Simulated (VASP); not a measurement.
# Al24GeN23 (a cell with a defect) in VASP: single point with PBE

Aim: the single point of Al24GeN23 (a cell with a defect) with PBE.

Everything below comes from runs of VASP 6.6.1. Logs are shortened: lines on timing, memory, paths and dates and some standing lists are left out, and cuts for length are marked.

**1. The cell of the first run**

The cell holds a defect, 48 atoms: a = 9.339 Å, b = 6.226 Å, c = 9.962 Å, α = 90.00°, β = 90.00°, γ = 120.00°.

**2. Single point, PBE**

Input file INCAR:

```
ALGO     = Normal         # electronic algorithm
EDIFF    = 1E-7           # SCF threshold, eV
ENCUT    = 520            # plane-wave cutoff, eV
GGA      = PE             # functional
ISIF     = 2              # what is computed and relaxed
ISMEAR   = -1             # smearing method
LASPH    = True           # aspherical terms in the spheres
LCHARG   = False          # write CHGCAR
LREAL    = Auto         
LWAVE    = False          # write WAVECAR
NBANDS   = 130            # bands
NELECT   = 202.0        
NELM     = 100            # most SCF steps
PREC     = Accurate       # precision mode
SIGMA    = 0.01           # smearing width, eV
```

Input file KPOINTS:

```
k-points
0
Gamma
  3 4 2
```

Input file POSCAR:

```
Al24GeN23
1.0
    9.3390000000      0.0000000000      0.0000000000
   -3.1130000000      5.3918741640      0.0000000000
    0.0000000000      0.0000000000      9.9620000000
Al Ge N
24 1 23
Direct
    0.1113343508      0.3332280046     -0.0375153935
    0.1101034893      0.3328668394      0.4831991550
    0.1162036045      0.8370095717     -0.0004447887
    0.1080504597      0.8307999162      0.5041572972
    0.4411801151      0.3301478237     -0.0002994861
    0.4478439493      0.3345978051      0.5044007720
    0.4423609899      0.8323788159      0.0003740108
    0.4510090742      0.8398065121      0.5035320810
    0.7805241363      0.3321231940      0.0015496161
    0.7761569914      0.3387437920      0.5035657273
    0.7789708099      0.8375209482      0.0025372747
    0.7733984736      0.8233475648      0.5025285719
    0.2368261867      0.1516545986      0.2625102197
    0.2234623867      0.1645466449      0.7392706953
    0.2407926035      0.7064029933      0.2625687414
    0.2247989563      0.6715853727      0.7391025997
    0.5604715233      0.1763821959      0.2505803089
    0.5570566463      0.1684817450      0.7542449142
    0.5450088400      0.6537490362      0.2493150562
    0.5561796766      0.6664713697      0.7540985524
    0.8510957295      0.1362852699      0.2637436909
    0.8850308184      0.1634239723      0.7384063084
    0.8943191128      0.6724679801      0.2474181554
    0.8886376134      0.6668077934      0.7550421086
    0.1035452898      0.3287198504      0.1861538849
    0.1108734466      0.3334482385      0.6847485434
    0.1178237583      0.8373552737      0.1907819528
    0.1057509941      0.8289245824      0.6902339641
    0.4480908373      0.3273057103      0.1901030842
    0.4489192262      0.3364569816      0.6920023736
    0.4557266891      0.8503775994      0.1920672964
    0.4511744372      0.8386469214      0.6914661957
    0.7731007815      0.3378691948      0.1914717713
    0.7764176015      0.3387637254      0.6916864275
    0.7638016202      0.8147172693      0.1927652446
    0.7752751492      0.8249084949      0.6911884974
    0.2276386943      0.1611296127      0.4526429960
    0.2264241154      0.1618094579      0.9261699720
    0.2295085040      0.6819068717      0.4527963880
    0.2273850086      0.6782072802      0.9264217681
    0.5572625191      0.1701329581      0.4415362375
    0.5569579952      0.1681714152      0.9427071737
    0.5526428721      0.6626887328      0.4408811807
    0.5546496199      0.6654848812      0.9435877838
    0.8757464769      0.1562792977      0.4537496275
    0.8802019000      0.1594208114      0.9261494314
    0.8896353163      0.6677577169      0.4394430813
    0.8906306096      0.6686873628      0.9453589355
```

Potentials or basis: VASP PAW PBE potentials, release 64 (Al, Ge_d, N).

The run is started by

```console
$ cat potpaw_PBE.64/Al/POTCAR potpaw_PBE.64/Ge_d/POTCAR potpaw_PBE.64/N/POTCAR > POTCAR
$ mpirun -np 1 vasp_std > vasp.out
```

OUTCAR:

```text
EDIFF = 1E-7
   ENCUT = 520
   GGA = PE
   ISIF = 2
   ISMEAR = -1
   LASPH = True
   LREAL = Auto
   NELECT = 202.0
   NELM = 100
   PREC = Accurate

 ion  position               nearest neighbor table
   1  0.111  0.333  0.962-  38 1.89  40 1.89  46 1.90  25 2.23  14 2.87  16 2.88  22 2.89   9 3.11
                             5 3.11  11 3.12   7 3.12   3 3.13   3 3.14
   2  0.110  0.333  0.483-  37 1.90  39 1.91  45 1.92  26 2.01  25 2.96  13 2.97  15 2.98  21 3.03
                             4 3.12   4 3.12  22 3.13  16 3.14  14 3.14  10 3.14   6 3.16  12 3.16
   3  0.116  0.837  1.000-  38 1.90  40 1.90  48 1.90  27 1.91  23 3.05   5 3.05  24 3.05   7 3.06
                            13 3.12   1 3.13  15 3.13   1 3.14  14 3.14   9 3.14  16 3.14  11 3.15
   4  0.108  0.831  0.504-  28 1.85  37 1.86  39 1.86  47 1.88  14 2.95  16 2.95  13 2.97  15 2.98
                            24 3.07  10 3.08  23 3.09  12 3.10   2 3.12   2 3.12   6 3.16   8 3.18
   5  0.441  0.330  1.000-  38 1.89  44 1.89  42 1.90  29 1.90  19 3.04  18 3.04  20 3.05   3 3.05
                            17 3.08  13 3.10   7 3.10   1 3.11   7 3.12  14 3.14  11 3.16   9 3.16
   6  0.448  0.335  0.504-  37 1.85  30 1.87  41 1.88  43 1.88  13 2.96  14 2.96  12 3.04  10 3.05
                            18 3.06  20 3.06  19 3.07  17 3.08   8 3.10   8 3.13   4 3.16   2 3.16
   7  0.442  0.832  0.000-  40 1.89  44 1.89  42 1.90  31 1.91  18 3.05  20 3.05   3 3.06  19 3.06
                            15 3.08   5 3.10  17 3.11   5 3.12   1 3.12  11 3.13   9 3.14  16 3.14
   8  0.451  0.840  0.504-  39 1.86  32 1.87  43 1.88  41 1.89  15 2.95  16 2.98  18 3.06  12 3.06
                            20 3.07  10 3.07  19 3.09   6 3.10  17 3.11   6 3.13   4 3.18   2 3.18
   9  0.781  0.332  0.002-  46 1.89  33 1.89  48 1.90  42 1.90  24 3.05  17 3.05  18 3.06  23 3.06
[... 16 lines left out ...]
                             9 3.05  10 3.07   5 3.08   6 3.08  23 3.10   8 3.11   7 3.11  19 3.18
  18  0.557  0.168  0.754-  42 1.88  34 1.88  30 1.89  32 1.89   5 3.04   7 3.05   9 3.06   6 3.06
                            10 3.06   8 3.06  22 3.08  24 3.10  16 3.10  20 3.10  14 3.11  20 3.12
  19  0.545  0.654  0.249-  35 1.86  29 1.86  31 1.88  43 1.91  21 2.94  13 3.01  15 3.02   5 3.04
                            17 3.05   7 3.06   6 3.07   8 3.09  11 3.10  12 3.13  17 3.18  23 3.21
  20  0.556  0.666  0.754-  36 1.88  30 1.88  32 1.88  44 1.89   5 3.05   7 3.05  12 3.06  11 3.06
                             6 3.06   8 3.07  22 3.09  24 3.10  18 3.10  16 3.11  14 3.12  18 3.12
  21  0.851  0.136  0.264-  33 1.88  35 1.88  45 1.90  25 2.18  17 2.85  12 2.93  19 2.94  10 2.94
                             2 3.03  11 3.07   9 3.09  23 3.11  23 3.16
  22  0.885  0.163  0.738-  46 1.87  34 1.88  36 1.89  26 1.90   1 2.89  10 2.97  12 2.98  18 3.08
                            20 3.09  24 3.11  24 3.12   2 3.13   9 3.15  14 3.16  11 3.16  16 3.17
  23  0.894  0.672  0.247-  33 1.89  27 1.89  35 1.91  47 1.91  11 3.05   3 3.05   9 3.06   4 3.09
                            13 3.10  17 3.10  12 3.11  21 3.11  10 3.12  15 3.14  21 3.16  19 3.21
  24  0.889  0.667  0.755-  28 1.87  34 1.88  36 1.88  48 1.90   9 3.05   3 3.05  11 3.06   4 3.07
                            10 3.07  12 3.08  18 3.10  20 3.10  22 3.11  14 3.12  22 3.12  16 3.13
  25  0.104  0.329  0.186-  13 2.17  15 2.18  21 2.18   1 2.23   2 2.96
  26  0.111  0.333  0.685-  14 1.90  16 1.90  22 1.90   2 2.01
  27  0.118  0.837  0.191-  13 1.84  15 1.85  23 1.89   3 1.91
  28  0.106  0.829  0.690-   4 1.85  24 1.87  14 1.88  16 1.88
  29  0.448  0.327  0.190-  17 1.83  13 1.86  19 1.86   5 1.90
  30  0.449  0.336  0.692-   6 1.87  14 1.88  20 1.88  18 1.89
  31  0.456  0.850  0.192-  17 1.85  15 1.88  19 1.88   7 1.91
[... 15 lines left out ...]
  47  0.890  0.668  0.439-   4 1.88  10 1.89  12 1.89  23 1.91
  48  0.891  0.669  0.945-  24 1.90   9 1.90  11 1.90   3 1.90

  Warning from LATTYP: Monoclinic adjustment (A1->A3, A2->A1, A3->A2)!
  Warning from LATTYP: Got some problem with cell dimensions!
  Tried to take original basis but could not verify dimensions!
  LATTYP: Found a simple monoclinic cell.
 ALAT       =     6.2260000000
 B/A-ratio  =     1.6000642467
 C/A-ratio  =     1.3228756555
 COS(beta)  =    -0.1889822365

  Lattice vectors:

 A1 = (  -3.1130000000,   5.3918741640,   0.0000000000)
 A2 = (   0.0000000000,   0.0000000000,  -9.9620000000)
 A3 = (  -6.2260000000,  -5.3918741640,   0.0000000000)

Analysis of symmetry for initial positions (statically):
=====================================================================
 Subroutine PRICEL returns:
 Original cell was already a primitive cell.

 Routine SETGRP: Setting up the symmetry group for a
 simple monoclinic supercell.

 Subroutine GETGRP returns: Found  1 space group operations
 (whereof  1 operations were pure point group operations)
 out of a pool of  4 trial point group operations.

The static configuration has the point symmetry C_1 .

Analysis of symmetry for dynamics (positions and initial velocities):
=====================================================================
 Subroutine PRICEL returns:
[... 165 lines left out ...]
  0.000000  0.000000  0.500000      1.000000
  0.333333  0.000000  0.500000      2.000000
  0.000000  0.250000  0.500000      2.000000
  0.333333  0.250000  0.500000      2.000000
 -0.333333  0.250000  0.500000      2.000000
  0.000000  0.500000  0.500000      1.000000
  0.333333  0.500000  0.500000      2.000000
   k-points           NKPTS =     14   k-points in BZ     NKDIM =     14   number of bands    NBANDS=    130
   number of dos      NEDOS =    301   number of ions     NIONS =     48
   total plane-waves  NPLWV = 268800
   dimension x,y,z NGX =    70 NGY =   48 NGZ =   80
   dimension x,y,z NGXF=   140 NGYF=   96 NGZF=  160
   ions per type =              24   1  23
   NGX,Y,Z   is equivalent  to a cutoff of  12.46, 12.82, 13.35 a.u.
   NGXF,Y,Z  is equivalent  to a cutoff of  24.92, 25.63, 26.70 a.u.
 SYSTEM =  unknown system
   PREC   = accura    normal or accurate (medium, high low for compatibility)
   ISTART =      0    job   : 0-new  1-cont  2-samecut
   ICHARG =      2    charge: 1-file 2-atom 10-const
   ISPIN  =      1    spin polarized calculation?
   LNONCOLLINEAR =      F non collinear calculations
   LSORBIT =      F    spin-orbit coupling
   LASPH  =      T    aspherical Exc in radial PAW
   ENCUT  =  520.0 eV  38.22 Ry    6.18 a.u.  17.36 11.58 18.52*2*pi/ulx,y,z
   NELM   =    100;   NELMIN=  2; NELMDL= -5     # of ELM steps
   EDIFF  = 0.1E-06   stopping-criterion for ELM
   LREAL  =      T    real-space projection
   EDIFFG = 0.1E-05   stopping-criterion for IOM
   NSW    =      0    number of steps for IOM
   IBRION =     -1    ionic relax: 0-MD 1-quasi-New 2-CG
   NFREE  =      0    steps in history (QN), initial steepest desc. (CG)
   ISIF   =      2    stress and relaxation
   ISYM   =      2    0-nonsym 1-usesym 2-fastsym
   POTIM  = 0.5000    time-step for ionic-motion
   TEBEG  =    0.0;   TEEND  =   0.0 temperature during run
   PSTRESS=    0.0 pullay stress
   NELECT =     202.0000    total number of electrons
   NUPDOWN=      -1.0000    fix difference up-down
   EMIN   =  10.00;   EMAX   =-10.00  energy-range for DOS
   EFERMI =   0.00;   METHOD = LEGACY
   ISMEAR =    -1;   SIGMA  =   0.01  broadening in eV -4-tet -1-fermi 0-gaus
   EFERMI_NEDOS =   21; number of points for ismear=-14 and -15
   IALGO  =     38    algorithm
   IMIX   =      4    mixing-type and parameters
     AMIX     =   0.40;   BMIX     =  1.00
     AMIX_MAG =   1.60;   BMIX_MAG =  1.00
  volume/ion in A,a.u.               =      10.45        70.52
  Fermi-wavevector in a.u.,A,eV,Ry     =   1.208917  2.284521 19.884639  1.461480
  Thomas-Fermi vector in A             =   2.344510
   LORBIT       =      0    0 simple, 1 ext, 2 COOP (PROOUT), +10 PAW based schemes
   GGA     = PE    functional components
   LHFCALC =     F    Hartree Fock is set to
   AEXX    =    0.0000 exact exchange contribution
   IVDW    =     0    specifies the selected vdW correction
   LEPSILON=     F    determine dielectric tensor
   LRPA    =     F    only Hartree local field effects (RPA)
 non-spin polarized calculation
  energy-cutoff  :      520.00
  volume of cell :      501.63
 maximum number of plane-waves:     13526
 NGX is ok and might be reduce to    70
   NGX = 35   NGY = 23   NGZ = 37

 number of electron     201.9999997 magnetization

 Free energy of the ion-electron system (eV)
  ---------------------------------------------------
  ext. energy  EPLUGINS =         0.00000000
  ---------------------------------------------------
  free energy    TOTEN  =      -335.93436878 eV

  energy without entropy =     -335.93436878  energy(sigma->0) =     -335.93436878

 E-fermi :   9.4774     XC(G=0): -11.0413

 val. band max:        9.1767897696   @ k =   0.0000   0.0000   0.0000
 cond. band min:      10.4646576724   @ k =   0.0000   0.0000   0.0000
 fundamental gap:      1.2878679028
 Fermi energy:         9.4774005509

 k-point     1 :       0.0000    0.0000    0.0000
  band No.  band energies     occupation
      1     -13.5645      2.00000
      2     -13.5543      2.00000
      3     -13.5475      2.00000
      4     -13.5068      2.00000
      5     -13.4931      2.00000
      6      -9.0183      2.00000
[... 1613 lines left out ...]
    112      12.8166      0.00000
    113      12.8984      0.00000
 [bands above 113 left out]

------------------------ aborting loop because EDIFF is reached ----------------------------------------

  FORCE on cell =-STRESS in cart. coord.  units (eV):
  Direction    XX          YY          ZZ          XY          YZ          ZX
  --------------------------------------------------------------------------------------
  -------------------------------------------------------------------------------------
  Total       47.1671707     46.9991861     44.4733173     -0.8096852     -0.2500807     -0.4058918
  in kB      150.6481308    150.1116017    142.0441807     -2.5860689     -0.7987376     -1.2963855
  external PRESSURE =     147.6013044 kB  Pullay stress =       0.0000000 kB

 VOLUME and BASIS-vectors are now :
 -----------------------------------------------------------------------------
  energy-cutoff  :      520.00
  volume of cell :      501.63
      direct lattice vectors                 reciprocal lattice vectors
     9.339000000  0.000000000  0.000000000     0.107077846  0.061821423  0.000000000
    -3.113000000  5.391874164  0.000000000     0.000000000  0.185464269  0.000000000
     0.000000000  0.000000000  9.962000000     0.000000000  0.000000000  0.100381450

 POSITION                                       TOTAL-FORCE (eV/Angst)
 -----------------------------------------------------------------------------------
      0.00241      1.79672      9.58827        -0.000980      0.001485      0.019121
     -0.00796      1.79478      4.81363        -0.002817      0.001359     -0.008550
     -1.52039      4.51305      9.95757        -0.001282      0.000810     -0.002558
     -1.57720      4.47957      5.02241         0.001412      0.001572      0.003566
      3.09243      1.78012      9.95902         0.002354     -0.001040      0.002003
      3.14081      1.80411      5.02484        -0.000654     -0.000450      0.000299
[... 40 lines left out ...]
      6.22957      3.60047      4.37773        -0.000416     -0.001403      0.005113
      6.23598      3.60548      9.41767         0.001610     -0.000288     -0.006515
 -----------------------------------------------------------------------------------
    total drift:                                0.016257      0.021912      0.027209

  FREE ENERGIE OF THE ION-ELECTRON SYSTEM (eV)
  ---------------------------------------------------
  free  energy   TOTEN  =      -335.9343687775 eV

  energy  without entropy=     -335.9343687775  energy(sigma->0) =     -335.93436878
```

Wall time 41 min (1 thread of Intel Xeon Platinum 8488C (Sapphire Rapids), shared host); peak memory 0.92 GiB.

What came out:

```
Free energy   : -335.9344 eV
Largest force : 0.019 eV/Å
```

Forces in eV/Å, atoms in the order of the input:
```
Al  -0.001  0.001  0.019
Al  -0.003  0.001 -0.009
Al  -0.001  0.001 -0.003
Al   0.001  0.002  0.004
Al   0.002 -0.001  0.002
Al  -0.001  0.000  0.000
Al   0.000  0.001 -0.002
Al  -0.004 -0.004  0.004
Al  -0.002  0.003  0.001
Al   0.004  0.000  0.000
Al   0.000 -0.001  0.002
Al   0.001  0.002 -0.003
Al  -0.006  0.011 -0.004
Al   0.003  0.000  0.007
Al   0.003 -0.010 -0.006
Al  -0.002 -0.001  0.005
Al  -0.002 -0.002 -0.001
Al  -0.001  0.000  0.004
Al   0.001  0.004 -0.005
Al  -0.003 -0.002  0.004
Al   0.015  0.007 -0.008
Al   0.000  0.000  0.003
Al   0.000  0.000 -0.005
Al   0.007 -0.003  0.006
Ge   0.000  0.000 -0.002
N    0.000 -0.001  0.001
N   -0.005 -0.004  0.000
N   -0.002 -0.001 -0.004
N   -0.003  0.001  0.002
N    0.000  0.000 -0.004
N    0.000 -0.002  0.004
N    0.000 -0.001 -0.004
N    0.001  0.002  0.000
N    0.000  0.001 -0.005
N    0.002  0.001  0.002
N    0.001  0.000 -0.004
N    0.000 -0.001 -0.001
N   -0.003  0.002  0.001
N   -0.001  0.000 -0.001
N    0.000 -0.002  0.001
N    0.000  0.001  0.000
N   -0.001 -0.001 -0.004
N    0.001 -0.001  0.002
N   -0.002 -0.001 -0.004
N   -0.001  0.000  0.001
N    0.000  0.000  0.003
N    0.000 -0.001  0.005
N    0.002  0.000 -0.007
```

Levels at points of the mesh, in eV from the Fermi level:
| k point | band 97 | band 98 | band 99 | band 100 | band 101 | band 102 | band 103 | band 104 | band 105 | band 106 |
| --- | --- | --- | --- | --- | --- | --- | --- | --- | --- | --- |
| (0.00, 0.00, 0.00) | -3.50 | -3.39 | -1.64 | -1.28 | -0.30 | 0.99 | 1.91 | 2.06 | 2.13 | 2.43 |
| (0.00, 0.50, 0.00) | -3.67 | -3.65 | -1.69 | -1.51 | -1.16 | 1.75 | 1.97 | 2.54 | 2.86 | 2.97 |
| (0.00, 0.00, 0.50) | -3.52 | -3.51 | -1.69 | -1.29 | -0.30 | 1.51 | 1.77 | 1.96 | 2.04 | 2.09 |
| (0.00, 0.50, 0.50) | -3.72 | -3.68 | -1.68 | -1.46 | -1.18 | 2.01 | 2.33 | 2.52 | 2.62 | 2.67 |

Caveat: the cell carries a net charge on a neutralising background, which shifts energy and pressure; the cell is charged against a uniform background, so pressure and absolute levels hang on convention.
